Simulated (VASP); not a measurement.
# Hf2Si (I4/mcm) in VASP: a series of runs, part 2 of 2

VASP 6.6.1.

## (3) Single point, PBEsol (biaxial strain in the a-b plane: -1.0 %, then relaxed in part)

INCAR

```
SYSTEM = Hf2Si
ALGO = Fast
EDIFF = 1E-6
ENCUT = 520
GGA = PS
ISIF = 2
ISMEAR = 0
LASPH = .True.
LCHARG = .False.
LREAL = .False.
LWAVE = .False.
NBANDS = 60
NELM = 100
PREC = Accurate
SIGMA = 0.1
```

KPOINTS

```
k-points
0
Gamma
  6 6 8
  0 0 0
```

POSCAR

```
Hf2Si
1.0
    6.4455453581      0.0000000000      0.0000000000
    0.0000000000      6.4455453581      0.0000000000
    0.0000000000      0.0000000000      5.1740745568
Hf Si
8 4
Direct
    0.1567471515      0.3432528485      0.0000000000
    0.8432528485      0.3432528485      0.5000000000
    0.8432528485      0.6567471515      0.0000000000
    0.1567471515      0.6567471515      0.5000000000
    0.6567471515      0.8432528485      0.5000000000
    0.3432528485      0.8432528485      0.0000000000
    0.3432528485      0.1567471515      0.5000000000
    0.6567471515      0.1567471515      0.0000000000
    0.0000000000      0.0000000000      0.2500000000
    0.0000000000      0.0000000000      0.7500000000
    0.5000000000      0.5000000000      0.7500000000
    0.5000000000      0.5000000000      0.2500000000
```

Potentials or basis: VASP PAW PBE potentials, release 64 (Hf_pv, Si).

Run with:

```bash
cat potpaw_PBE.64/Hf_pv/POTCAR potpaw_PBE.64/Si/POTCAR > POTCAR
mpirun -np 1 vasp_std > vasp.out
```

OUTCAR:

```text
SYSTEM = Hf2Si
   EDIFF = 1E-6
   ENCUT = 520
   GGA = PS
   ISIF = 2
   ISMEAR = 0
   LASPH = .True.
   LREAL = .False.
   NELM = 100
   PREC = Accurate

 ion  position               nearest neighbor table
   1  0.157  0.343  0.000-   9 2.75  10 2.75  11 2.75  12 2.75   3 2.86   7 3.10   7 3.10   2 3.28
                             2 3.28   4 3.28   4 3.28   8 3.44   6 3.44   6 3.44   8 3.44
   2  0.843  0.343  0.500-   9 2.75  10 2.75  11 2.75  12 2.75   4 2.86   8 3.10   8 3.10   3 3.28
                             1 3.28   3 3.28   1 3.28   5 3.44   7 3.44   5 3.44   7 3.44
   3  0.843  0.657  0.000-   9 2.75  10 2.75  11 2.75  12 2.75   1 2.86   5 3.10   5 3.10   2 3.28
                             2 3.28   4 3.28   4 3.28   8 3.44   6 3.44   8 3.44   6 3.44
   4  0.157  0.657  0.500-   9 2.75  10 2.75  11 2.75  12 2.75   2 2.86   6 3.10   6 3.10   1 3.28
                             1 3.28   3 3.28   3 3.28   7 3.44   5 3.44   7 3.44   5 3.44
   5  0.657  0.843  0.500-   9 2.75  10 2.75  11 2.75  12 2.75   7 2.86   3 3.10   3 3.10   8 3.28
                             6 3.28   6 3.28   8 3.28   2 3.44   4 3.44   2 3.44   4 3.44
   6  0.343  0.843  0.000-   9 2.75  10 2.75  11 2.75  12 2.75   8 2.86   4 3.10   4 3.10   5 3.28
                             7 3.28   5 3.28   7 3.28   3 3.44   1 3.44   1 3.44   3 3.44
   7  0.343  0.157  0.500-   9 2.75  10 2.75  11 2.75  12 2.75   5 2.86   1 3.10   1 3.10   8 3.28
                             6 3.28   6 3.28   8 3.28   2 3.44   4 3.44   4 3.44   2 3.44
   8  0.657  0.157  0.000-   9 2.75  10 2.75  11 2.75  12 2.75   6 2.86   2 3.10   2 3.10   7 3.28
                             5 3.28   5 3.28   7 3.28   1 3.44   3 3.44   3 3.44   1 3.44
   9  0.000  0.000  0.250-  10 2.59  10 2.59   3 2.75   4 2.75   5 2.75   6 2.75   7 2.75   8 2.75
                             1 2.75   2 2.75
  10  0.000  0.000  0.750-   9 2.59   9 2.59   3 2.75   4 2.75   5 2.75   6 2.75   7 2.75   8 2.75
                             1 2.75   2 2.75
  11  0.500  0.500  0.750-  12 2.59  12 2.59   3 2.75   4 2.75   5 2.75   6 2.75   7 2.75   8 2.75
                             1 2.75   2 2.75
  12  0.500  0.500  0.250-  11 2.59  11 2.59   3 2.75   4 2.75   5 2.75   6 2.75   7 2.75   8 2.75
                             1 2.75   2 2.75

  LATTYP: Found a simple tetragonal cell.
 ALAT       =     6.4455453581
 C/A-ratio  =     0.8027365055

  Lattice vectors:

 A1 = (   6.4455453581,   0.0000000000,   0.0000000000)
 A2 = (   0.0000000000,   6.4455453581,   0.0000000000)
[... 197 lines left out ...]
 NGX is ok and might be reduce to    48
   NGX = 23   NGY = 23   NGZ = 19

 number of electron      96.0000018 magnetization

 Free energy of the ion-electron system (eV)
  ---------------------------------------------------
  ext. energy  EPLUGINS =         0.00000000
  ---------------------------------------------------
  free energy    TOTEN  =      -116.56328141 eV

  energy without entropy =     -116.53573657  energy(sigma->0) =     -116.54950899

 E-fermi :   6.1930     XC(G=0): -11.7897

 val. band max:        6.1885805603   @ k =   0.1667   0.1667   0.5000
 cond. band min:       6.1942055267   @ k =   0.1667   0.0000   0.0000
 fundamental gap:      0.0056249664
 Fermi energy:         6.1929558827

 k-point     1 :       0.0000    0.0000    0.0000
  band No.  band energies     occupation
      1     -24.0517      2.00000
      2     -24.0005      2.00000
      3     -23.9936      2.00000
      4     -23.9650      2.00000
      5     -23.9217      2.00000
      6     -23.8334      2.00000
[... 1501 lines left out ...]
     59       9.8462      0.00000
     60       9.8531      0.00000

 [... further k-points ...]
[... 5 lines left out ...]
  --------------------------------------------------------------------------------------
  -------------------------------------------------------------------------------------
  Total        4.1161935      4.1161935     -0.2552195      0.0000000      0.0000000      0.0000000
  in kB       30.6799289     30.6799289     -1.9022709      0.0000000      0.0000000      0.0000000
  external PRESSURE =      19.8191956 kB  Pullay stress =       0.0000000 kB

 VOLUME and BASIS-vectors are now :
 -----------------------------------------------------------------------------
  energy-cutoff  :      520.00
  volume of cell :      214.96
      direct lattice vectors                 reciprocal lattice vectors
     6.445545358  0.000000000  0.000000000     0.155145910  0.000000000  0.000000000
     0.000000000  6.445545358  0.000000000     0.000000000  0.155145910  0.000000000
     0.000000000  0.000000000  5.174074557     0.000000000  0.000000000  0.193271278

 POSITION                                       TOTAL-FORCE (eV/Angst)
 -----------------------------------------------------------------------------------
      1.01032      2.21245      0.00000         0.000244     -0.000244      0.000000
      5.43522      2.21245      2.58704        -0.000244     -0.000244     -0.000000
      5.43522      4.23309      0.00000        -0.000244      0.000244      0.000000
      1.01032      4.23309      2.58704         0.000244      0.000244      0.000000
      4.23309      5.43522      2.58704         0.000244     -0.000244     -0.000000
      2.21245      5.43522      0.00000        -0.000244     -0.000244      0.000000
      2.21245      1.01032      2.58704        -0.000244      0.000244     -0.000000
      4.23309      1.01032      0.00000         0.000244      0.000244      0.000000
      0.00000      0.00000      1.29352        -0.000000     -0.000000      0.000000
      0.00000      0.00000      3.88056        -0.000000     -0.000000      0.000000
      3.22277      3.22277      3.88056        -0.000000     -0.000000      0.000000
      3.22277      3.22277      1.29352        -0.000000     -0.000000      0.000000
 -----------------------------------------------------------------------------------
    total drift:                                0.000000      0.000000     -0.000000

  FREE ENERGIE OF THE ION-ELECTRON SYSTEM (eV)
  ---------------------------------------------------
  free  energy   TOTEN  =      -116.5632814075 eV

  energy  without entropy=     -116.5357365733  energy(sigma->0) =     -116.54950899
```

stdout:

```text
POSCAR found type information on POSCAR HfSi
 POSCAR found :  2 types and      12 ions
 scaLAPACK will be used
 -----------------------------------------------------------------------------
|                                                                             |
|                                                                             |
|     You enforced a specific xc type in the INCAR file but a different       |
|     I HOPE YOU KNOW WHAT YOU ARE DOING!                                     |
|                                                                             |
 -----------------------------------------------------------------------------

 LDA part: xc-table for (Slater+PW92), standard interpolation
 POSCAR, INCAR and KPOINTS ok, starting setup
 FFT: planning ... GRIDC
 FFT: planning ... GRID_SOFT
 FFT: planning ... GRID
 WAVECAR not read
 entering main loop
```

It took 18 min on 1 thread of Intel Xeon 8259CL, shared host; peak memory 0.6 GiB.

What came out:

```
Free energy            : -116.5633 eV
Pressure               : 2.0 GPa
Band gap on the k mesh : zero (bands 48 and 49 overlap by 0.87 eV)
```

Caveat: the cell differs from its parent crystal (biaxial strain in the a-b plane: -1.0 %, then relaxed in part); the PAW data sets were made with another functional, which shifts forces and pressure a little; spin-orbit coupling is left out, which moves the levels of the heavy elements.
